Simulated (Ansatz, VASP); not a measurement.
# NaI: VASP beside Ansatz

File INCAR:

```
PREC = Accurate
ENCUT = 520
EDIFF = 1E-6
ISMEAR = -1
SIGMA = 0.02
LREAL = F
LASPH = T
NELM = 80
ALGO = Normal
ISIF = 2
LWAVE = F
LCHARG = F
GGA = PE
NBANDS = 14
```

The input KPOINTS:

```
regular mesh
0
Gamma
  8 8 8
```

The input POSCAR:

```
NaI
1.0
    0.0000000000      3.2297205484      3.2297205484
    3.2297205484      0.0000000000      3.2297205484
    3.2297205484      3.2297205484      0.0000000000
Na I
1 1
Direct
    0.0000000000      0.0000000000      0.0000000000
    0.5000000000      0.5000000000      0.5000000000
```

Input for Ansatz:

```yaml
crystal:
  lattice:
    - [0.0, 3.2297205484, 3.2297205484]
    - [3.2297205484, 0.0, 3.2297205484]
    - [3.2297205484, 3.2297205484, 0.0]
  atoms:
    - { symbol: Na, position: [0.0, 0.0, 0.0] }
    - { symbol: I, position: [0.5, 0.5, 0.5] }
kpoints:
  mp_grid: { grid: [8, 8, 8] }
  band_path:
    path:
      - [0.0, 0.0, 0.0]
      - [0.5, 0.0, 0.5]
      - [0.625, 0.25, 0.625]
      - [0.375, 0.375, 0.75]
      - [0.5, 0.5, 0.5]
      - [0.5, 0.25, 0.75]
    npoints: 1
hamiltonian:
  xc: pbe
scf:
  occupations: { method: fermi_dirac, width: 0.02 }
  n_extra_bands: 4
output:
  forces: true
  stress: true
  eigenvalues: true
```

Alike in both runs: task single point; functional PBE; k mesh 8 × 8 × 8; occupations fermi-dirac, width 0.02 eV; no spin polarisation.

|  | VASP | Ansatz |
| --- | --- | --- |
| version | VASP 6.6.1 | Ansatz 0.2.0 |
| potentials or method | VASP PAW PBE potentials, release 64 (Na_pv, I) | plane waves, PAW |
| plane-wave cutoff (eV) | 520 | 420 |
| valence electrons in the cell | 14 | 26 |

Ansatz gave:

* gap on the k mesh at the Fermi level (eV): 3.66
* pressure (GPa): 0.5

Task: Estimate VASP's values.

Result: gap on the k mesh at the Fermi level (eV): 3.66; pressure (GPa): 0.6.

The functional is the same, so the differences come from potentials, cutoffs and numerics. VASP's potentials hold 14 valence electrons a cell and Ansatz's 26, so a difference there can come from the potentials and not from the codes.

Neither program's run includes spin-orbit coupling.
